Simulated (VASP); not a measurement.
# Ta (Im-3m) in VASP: notebook

Ta is run at these levels: PBE; tasks: single point.

Everything below comes from runs of VASP 6.6.1. Logs are shortened: lines on timing, memory, paths and dates and some standing lists are left out, and cuts for length are marked.

## Step 1: The cell of the first run

Symmetry: Im-3m, No. 229, cubic system. The conventional cell has a = 3.303 Å, b = 3.303 Å, c = 3.303 Å, α = 90.00°, β = 90.00°, γ = 90.00°. Within 3.8 Å of Ta (site symmetry m-3m) lie 14 Ta at 2.86 to 3.30 Å.

## Step 2: Single point, PBE

INCAR reads:

```
PREC = Accurate
ENCUT = 520
EDIFF = 1E-6
ISMEAR = 0
SIGMA = 0.15
LREAL = False
LASPH = True
NELM = 100
ALGO = Fast
ISIF = 2
LWAVE = False
LCHARG = True
GGA = PE
LELF = True
LVHAR = True
NBANDS = 12
```

KPOINTS reads:

```
regular mesh
0
Gamma
  20 20 20
```

POSCAR reads:

```
Ta
1.0
   -1.6512800000      1.6512800000      1.6512800000
    1.6512800000     -1.6512800000      1.6512800000
    1.6512800000      1.6512800000     -1.6512800000
Ta
1
Direct
    0.0000000000      0.0000000000      0.0000000000
```

Potentials or basis: VASP PAW PBE potentials, release 64 (Ta_pv).

Command:

```console
> cat potpaw_PBE.64/Ta_pv/POTCAR > POTCAR
> mpirun -np 1 vasp_std > vasp.out
```

OUTCAR:

```text
PREC = Accurate
   ENCUT = 520
   EDIFF = 1E-6
   ISMEAR = 0
   LREAL = False
   LASPH = True
   NELM = 100
   ISIF = 2
   GGA = PE

 ion  position               nearest neighbor table
   1  0.000  0.000  0.000-

  LATTYP: Found a body centered cubic cell.
 ALAT       =     3.3025600000

  Lattice vectors:

 A1 = (  -1.6512800000,   1.6512800000,   1.6512800000)
 A2 = (   1.6512800000,  -1.6512800000,   1.6512800000)
 A3 = (   1.6512800000,   1.6512800000,  -1.6512800000)

Analysis of symmetry for initial positions (statically):
=====================================================================
 Subroutine PRICEL returns:
 Original cell was already a primitive cell.

 Routine SETGRP: Setting up the symmetry group for a
 body centered cubic supercell.

 Subroutine GETGRP returns: Found 48 space group operations
 (whereof 48 operations were pure point group operations)
 out of a pool of 48 trial point group operations.

The static configuration has the point symmetry O_h .

Analysis of symmetry for dynamics (positions and initial velocities):
=====================================================================
 Subroutine PRICEL returns:
 Original cell was already a primitive cell.

 Routine SETGRP: Setting up the symmetry group for a
 body centered cubic supercell.

 Subroutine GETGRP returns: Found 48 space group operations
 (whereof 48 operations were pure point group operations)
 out of a pool of 48 trial point group operations.

The dynamic configuration has the point symmetry O_h .

 Subroutine INISYM returns: Found 48 space group operations
 (whereof 48 operations are pure point group operations),
 and found     1 'primitive' translations

----------------------------------------------------------------------------------------

                                     Primitive cell

  volume of cell :      18.0104

  direct lattice vectors                    reciprocal lattice vectors
    -1.651280000  1.651280000  1.651280000     0.000000000  0.302795407  0.302795407
     1.651280000 -1.651280000  1.651280000     0.302795407  0.000000000  0.302795407
     1.651280000  1.651280000 -1.651280000     0.302795407  0.302795407  0.000000000

  length of vectors
     2.860100858  2.860100858  2.860100858     0.428217371  0.428217371  0.428217371

  position of ions in fractional coordinates (direct lattice)
     0.000000000  0.000000000  0.000000000

  ion indices of the primitive-cell ions
   primitive index   ion index
                 1           1

[... 78 lines left out ...]
   ISYM   =      2    0-nonsym 1-usesym 2-fastsym
   POTIM  = 0.5000    time-step for ionic-motion
   TEBEG  =    0.0;   TEEND  =   0.0 temperature during run
   PSTRESS=    0.0 pullay stress
   NELECT =      11.0000    total number of electrons
   NUPDOWN=      -1.0000    fix difference up-down
   EMIN   =  10.00;   EMAX   =-10.00  energy-range for DOS
   EFERMI =   0.00;   METHOD = LEGACY
   ISMEAR =     0;   SIGMA  =   0.15  broadening in eV -4-tet -1-fermi 0-gaus
   EFERMI_NEDOS =   21; number of points for ismear=-14 and -15
   IALGO  =     68    algorithm
   IMIX   =      4    mixing-type and parameters
     AMIX     =   0.40;   BMIX     =  1.00
     AMIX_MAG =   1.60;   BMIX_MAG =  1.00
  volume/ion in A,a.u.               =      18.01       121.54
  Fermi-wavevector in a.u.,A,eV,Ry     =   1.388988  2.624806 26.249534  1.929286
  Thomas-Fermi vector in A             =   2.513061
   LORBIT       =      0    0 simple, 1 ext, 2 COOP (PROOUT), +10 PAW based schemes
   GGA     = PE    functional components
   LHFCALC =     F    Hartree Fock is set to
   AEXX    =    0.0000 exact exchange contribution
   IVDW    =     0    specifies the selected vdW correction
   LEPSILON=     F    determine dielectric tensor
   LRPA    =     F    only Hartree local field effects (RPA)
 non-spin polarized calculation
 RMM-DIIS sequential band-by-band and
 Gauss-broadening in eV      SIGMA  =   0.15
  energy-cutoff  :      520.00
  volume of cell :       18.01
 maximum number of plane-waves:       498
 NGX is ok and might be reduce to    24

 number of electron      11.0000002 magnetization

 Free energy of the ion-electron system (eV)
  ---------------------------------------------------
  ext. energy  EPLUGINS =         0.00000000
  ---------------------------------------------------
  free energy    TOTEN  =       -11.81750995 eV

  energy without entropy =      -11.80316298  energy(sigma->0) =      -11.81033646

 E-fermi :   5.4769     XC(G=0): -12.6187

 val. band max:        5.4743178796   @ k =  -0.1500   0.2500   0.0500
 cond. band min:       5.4785824368   @ k =  -0.3500   0.4000   0.0500
 fundamental gap:      0.0042645572
 Fermi energy:         5.4769289407

 k-point     1 :       0.0000    0.0000    0.0000
  band No.  band energies     occupation
      1     -27.5865      2.00000
      2     -27.5865      2.00000
      3     -27.5865      2.00000
      4      -2.4296      2.00000
      5       6.2208      0.00000
      6       6.2208      0.00000
      7       6.2208      0.00000
      8       9.4943      0.00000
      9       9.4943      0.00000
     10      20.4982      0.00000
     11      20.4982      0.00000
     12      20.4982      0.00000
[... 331 lines left out ...]
 k-point    24 :       0.2500    0.1000    0.0000
  band No.  band energies     occupation
      1     -28.3886      2.00000
      2     -27.8505      2.00000
      3     -27.6323      2.00000
      4       0.7746      2.00000
      5       4.5967      2.00000
      6       5.0610      1.99991
      7       8.7859      0.00000
      8      10.1161      0.00000
      9      10.3198      0.00000
     10      19.7824      0.00000
     11      20.1884      0.00000
     12      21.2647      0.00000

 [... further k-points ...]
[... 5 lines left out ...]
  --------------------------------------------------------------------------------------
  -------------------------------------------------------------------------------------
  Total        0.3666507      0.3666507      0.3666507      0.0000000     -0.0000000     -0.0000000
  in kB       32.6167673     32.6167673     32.6167673      0.0000000     -0.0000000     -0.0000000
  external PRESSURE =      32.6167673 kB  Pullay stress =       0.0000000 kB

 VOLUME and BASIS-vectors are now :
 -----------------------------------------------------------------------------
  energy-cutoff  :      520.00
  volume of cell :       18.01
      direct lattice vectors                 reciprocal lattice vectors
    -1.651280000  1.651280000  1.651280000     0.000000000  0.302795407  0.302795407
     1.651280000 -1.651280000  1.651280000     0.302795407  0.000000000  0.302795407
     1.651280000  1.651280000 -1.651280000     0.302795407  0.302795407  0.000000000

 POSITION                                       TOTAL-FORCE (eV/Angst)
 -----------------------------------------------------------------------------------
      0.00000      0.00000      0.00000         0.000000      0.000000     -0.000000
 -----------------------------------------------------------------------------------
    total drift:                                0.000000      0.000000     -0.000000

  FREE ENERGIE OF THE ION-ELECTRON SYSTEM (eV)
  ---------------------------------------------------
  free  energy   TOTEN  =       -11.8175099498 eV

  energy  without entropy=      -11.8031629794  energy(sigma->0) =      -11.81033646
```

OSZICAR:

```text
N       E                     dE             d eps       ncg     rms          rms(c)
DAV:   1     0.614505759569E+02    0.61451E+02   -0.61114E+03  6168   0.874E+02
DAV:   2    -0.112577745364E+02   -0.72708E+02   -0.70831E+02  6784   0.247E+02
DAV:   3    -0.122752681440E+02   -0.10175E+01   -0.10094E+01  7336   0.274E+01
DAV:   4    -0.122780128445E+02   -0.27447E-02   -0.27441E-02  6832   0.155E+00
DAV:   5    -0.122780219144E+02   -0.90699E-05   -0.90704E-05  7312   0.860E-02    0.135E+01
RMM:   6    -0.119250248592E+02    0.35300E+00   -0.24526E-01  6559   0.414E+00    0.659E+00
RMM:   7    -0.118177195065E+02    0.10731E+00   -0.26059E-01  6885   0.418E+00    0.345E-01
RMM:   8    -0.118174242596E+02    0.29525E-03   -0.10979E-02  7321   0.980E-01    0.294E-01
RMM:   9    -0.118175302390E+02   -0.10598E-03   -0.14985E-03  7634   0.356E-01    0.631E-02
RMM:  10    -0.118175083675E+02    0.21872E-04   -0.21252E-04  7639   0.128E-01    0.103E-02
RMM:  11    -0.118175092791E+02   -0.91158E-06   -0.44327E-05  7749   0.514E-02    0.483E-03
RMM:  12    -0.118175099498E+02   -0.67077E-06   -0.73480E-06  6785   0.178E-02
   1 F= -.11817510E+02 E0= -.11810336E+02  d E =-.143470E-01
```

stdout:

```text
POSCAR found type information on POSCAR Ta
 POSCAR found :  1 types and       1 ions
 scaLAPACK will be used
 LDA part: xc-table for (Slater+PW92), standard interpolation
 POSCAR, INCAR and KPOINTS ok, starting setup
 FFT: planning ... GRIDC
 FFT: planning ... GRID_SOFT
 FFT: planning ... GRID
 WAVECAR not read
 entering main loop
```

Wall time 17 s (1 thread of Intel Xeon 6975P-C, shared host); peak memory 0.18 GiB.

Results:

* Free energy: -11.8175 eV
* Pressure: 3.3 GPa

Caveat: spin-orbit coupling is left out, which moves the levels of the heavy elements.

## Step 3: Single point, PBE

INCAR reads:

```
ALGO = Fast
EDIFF = 1E-7
ENCUT = 520
GGA = PE
ISIF = 2
ISMEAR = 0
LASPH = T
LCHARG = F
LREAL = F
LWAVE = F
NBANDS = 12
NELM = 100
PREC = Accurate
SIGMA = 0.15
```

KPOINTS reads:

```
k-points
0
Gamma
  22 22 22
```

POSCAR is that of step 2.

Potentials or basis: VASP PAW PBE potentials, release 64 (Ta_pv).

Command:

```console
> cat potpaw_PBE.64/Ta_pv/POTCAR > POTCAR
> mpirun -np 1 vasp_std > vasp.out
```

Wall time 30 s (1 thread of Intel Xeon 6975P-C, shared host); peak memory 0.2 GiB.

Results (log left out):

* Free energy: -11.8167 eV
* Pressure: 3.3 GPa

Levels at points of the mesh, in eV from the Fermi level:
| k point | band 4 | band 5 | band 6 | band 7 | band 8 | band 9 |
| --- | --- | --- | --- | --- | --- | --- |
| (0.00, 0.00, 0.00) | -7.91 | 0.74 | 0.74 | 0.74 | 4.01 | 4.01 |
| (0.50, 0.00, 0.00) | -4.38 | -1.54 | 1.59 | 3.89 | 4.92 | 7.80 |
| (0.50, 0.50, 0.50) | -3.80 | -3.80 | 6.84 | 6.84 | 6.84 | 8.66 |

Caveat: spin-orbit coupling is left out, which moves the levels of the heavy elements.

## Step 4: Single point, PBE

This run uses another cell than the first one: it holds 8 atoms, not 1.

INCAR reads:

```
SYSTEM = Ta
PREC     = Accurate       ! precision mode
ENCUT    = 520            ! plane-wave cutoff, eV
EDIFF    = 1E-6           ! SCF threshold, eV
ISMEAR   = 0              ! smearing method
SIGMA    = 0.15           ! smearing width, eV
LREAL    = .FALSE.        ! projectors in reciprocal space
LASPH    = .TRUE.         ! aspherical terms in the spheres
NELM     = 60             ! most SCF steps
ALGO     = Fast           ! electronic algorithm
ISIF     = 2              ! what is computed and relaxed
LWAVE    = .FALSE.        ! write WAVECAR
LCHARG   = .FALSE.        ! write CHGCAR
GGA      = PE             ! functional
NBANDS   = 54             ! bands
```

KPOINTS reads:

```
regular mesh
0
G
  10 10 10
  0 0 0
```

POSCAR reads:

```
Ta
1.0
   -3.3025600000     -3.3025600000      3.3025600000
   -3.3025600000      3.3025600000     -3.3025600000
    3.3025600000     -3.3025600000     -3.3025600000
Ta
8
Direct
    0.5000000000      0.5000000000      0.5000000000
    0.0000000000      0.5000000000      0.5000000000
    0.5000000000      0.0000000000      0.5000000000
    0.0000000000      0.0000000000      0.5000000000
    0.5000000000      0.5000000000      0.0000000000
    0.0000000000      0.5000000000      0.0000000000
    0.5000000000      0.0000000000      0.0000000000
    0.0000000000      0.0000000000      0.0000000000
```

Command:

```console
> cat potpaw_PBE.64/Ta_pv/POTCAR > POTCAR
> mpirun -np 1 vasp_std > vasp.out
```

Wall time 6.7 min (1 thread of Intel Xeon Platinum 8488C (Sapphire Rapids), shared host); peak memory 0.46 GiB.

It converged, with:

| Item | Value |
| --- | --- |
| Free energy | -94.5404 eV |
| Pressure | 3.2 GPa |
| Band gap on the k mesh | zero (band 44 reaches 7.07 eV, above the bottom of band 45 at 4.55 eV) |

Levels at points of the mesh, in eV from the Fermi level:
| k point | band 41 | band 42 | band 43 | band 44 | band 45 | band 46 | band 47 | band 48 |
| --- | --- | --- | --- | --- | --- | --- | --- | --- |
| (0.00, 0.00, 0.00) | 0.74 | 0.74 | 1.60 | 1.60 | 1.60 | 1.60 | 1.60 | 1.60 |
| (0.50, 0.00, 0.00) | -0.55 | -0.55 | -0.54 | -0.54 | -0.08 | -0.08 | 1.13 | 1.13 |
| (0.50, 0.50, 0.50) | -0.93 | -0.93 | 1.27 | 1.27 | 1.27 | 1.27 | 1.27 | 1.27 |

Caveat: spin-orbit coupling is left out, which moves the levels of the heavy elements.

## Step 5: The runs side by side

| cell | k mesh | further INCAR settings | gap on the mesh (eV) | pressure (GPa) |
| --- | --- | --- | --- | --- |
| a = 2.860 Å, angles 109.5°, 1 atom | 20 × 20 × 20 | ALGO = Fast; EDIFF = 1e-06; NBANDS = 12 | none | 3.3 |
| a = 2.860 Å, angles 109.5°, 1 atom | 22 × 22 × 22 | ALGO = Fast; EDIFF = 1e-07; NBANDS = 12 | none | 3.3 |
| a = 5.720 Å, angles 109.5°, 8 atoms | 10 × 10 × 10 | ALGO = Fast; EDIFF = 1e-06; NBANDS = 54 | none | 3.2 |

Alike in all rows: task single point; level PBE; potentials or basis VASP PAW PBE potentials, release 64 (Ta_pv); no spin polarisation; cutoff (eV) 520; smearing gaussian 0.15 eV.

Caveats: spin-orbit coupling is left out, which moves the levels of the heavy elements.

Total energies depend on the potentials used, so only differences within one code and one set of settings carry meaning.
